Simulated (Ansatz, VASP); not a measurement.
## AlN: VASP beside Ansatz

INCAR

```
SYSTEM = AlN
PREC = Accurate ; ENCUT = 520
EDIFF = 1E-6 ; ISMEAR = 0
SIGMA = 0.05 ; LREAL = .FALSE.
LASPH = .TRUE. ; NELM = 80
ALGO = Normal ; ISIF = 2
LWAVE = .FALSE. ; LCHARG = .FALSE.
GGA = CA ; NBANDS = 26
```

KPOINTS

```
Automatic mesh
0
G
  8 8 3
  0 0 0
```

POSCAR

```
AlN
1.0
   -3.0886152975      0.0000000000      0.0000000000
   -1.5443076488     -2.6748193102      0.0000000000
    0.0000000000      0.0000000000     11.8871685333
Al N
4 4
Direct
    0.3333333333      0.3333333333      0.7523278410
    0.3333333333      0.3333333333      0.3364521636
    0.6666666667      0.6666666667      0.1285143249
    0.6666666667      0.6666666667      0.5443900023
    0.3333333333      0.3333333333      0.0794235138
    0.3333333333      0.3333333333      0.4952991913
    0.6666666667      0.6666666667      0.2873613526
    0.6666666667      0.6666666667      0.7032370300
```

Input for Ansatz:

```yaml
crystal:
  lattice:
    - [-3.0886152975, 0.0, 0.0]
    - [-1.5443076488, -2.6748193102, 0.0]
    - [0.0, 0.0, 11.8871685333]
  atoms:
    - { symbol: Al, position: [0.3333333333, 0.3333333333, 0.752327841] }
    - { symbol: Al, position: [0.3333333333, 0.3333333333, 0.3364521636] }
    - { symbol: Al, position: [0.6666666667, 0.6666666667, 0.1285143249] }
    - { symbol: Al, position: [0.6666666667, 0.6666666667, 0.5443900023] }
    - { symbol: "N", position: [0.3333333333, 0.3333333333, 0.0794235138] }
    - { symbol: "N", position: [0.3333333333, 0.3333333333, 0.4952991913] }
    - { symbol: "N", position: [0.6666666667, 0.6666666667, 0.2873613526] }
    - { symbol: "N", position: [0.6666666667, 0.6666666667, 0.70323703] }
basis:
  ecutwfc: 520.0
kpoints:
  mp_grid: { grid: [8, 8, 3] }
hamiltonian:
  xc: lda
  pseudopotentials: { kind: paw, azcp: { folder: soft_1 } }
scf:
  occupations: { method: gaussian, width: 0.05 }
output:
  forces: true
  stress: true
  eigenvalues: true
```

Alike in both runs: task single point; functional LDA; k mesh 8 × 8 × 3; occupations gaussian, width 0.05 eV; no spin polarisation.

|  | VASP | Ansatz |
| --- | --- | --- |
| version | VASP 6.6.1 | Ansatz 0.2.0 |
| potentials or method | VASP PAW LDA potentials, release 64 (Al, N), cutoff 520 eV | scalar-relativistic, plane waves, PAW |
| valence electrons in the cell | 32 | 32 |

```tsv
	VASP	Ansatz	Ansatz less VASP
gap on the k mesh at the Fermi level (eV)	none	none	-
pressure (GPa)	-2.1	-2.6	-0.49
traceless stress, the component that is largest in VASP (GPa)	-3.21	-2.98	+0.223
rms of the force components (eV/Å)	0.844	0.850	+0.0061
```

Ansatz warns that its potentials were made for another functional, while VASP's fit it. LDA's correlation is that of Perdew and Zunger in VASP and of Perdew and Wang (1992) in Ansatz. Atom by atom the forces differ by 0.010 eV/Å (rms over components). A gap of «none» marks a metal or a gap that the smearing closes.
